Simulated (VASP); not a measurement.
Input of a VASP 6.6.1 run:

INCAR

```
SYSTEM = Rb
ALGO = Normal ; EDIFF = 1E-7
EDIFFG = -0.01 ; ENCUT = 600
GGA = PS ; IBRION = 2
ISIF = 3 ; ISMEAR = -1
LASPH = .True. ; LCHARG = .False.
LREAL = .False. ; LWAVE = .False.
NELM = 60 ; NSW = 60
PREC = Accurate ; PSTRESS = 100.0
SIGMA = 0.05
```

The input KPOINTS:

```
k-points
0
Gamma
  7 7 7
  0 0 0
```

File POSCAR:

```
Rb
1.0
   -2.8025000000      2.8025000000      2.8025000000
    2.8025000000     -2.8025000000      2.8025000000
    2.8025000000      2.8025000000     -2.8025000000
Rb
1
Direct
    0.0000000000      0.0000000000      0.0000000000
```

Potentials or basis: VASP PAW PBE potentials, release 64 (Rb_sv).

The run is started by

```bash
$ cat potpaw_PBE.64/Rb_sv/POTCAR > POTCAR
$ mpirun -np 1 vasp_std > vasp.out
```

(1) Estimate the relaxed volume.

(2) What does it give for the relaxed cell?

(3) Predict the space group after relaxing (to 0.05 Å).

Answers

(1) 37.76 Å³/atom.

(2) a = 3.661 Å, b = 3.661 Å, c = 3.661 Å, α = 109.47°, β = 109.47°, γ = 109.47°.

(3) Im-3m (No. 229).

Caveat: the cell is relaxed towards a set pressure, so the enthalpy falls and the energy may rise; the volume moved by over 15 % at a fixed basis, so the end points are rough; the PAW data sets were made with another functional, which shifts forces and pressure a little.
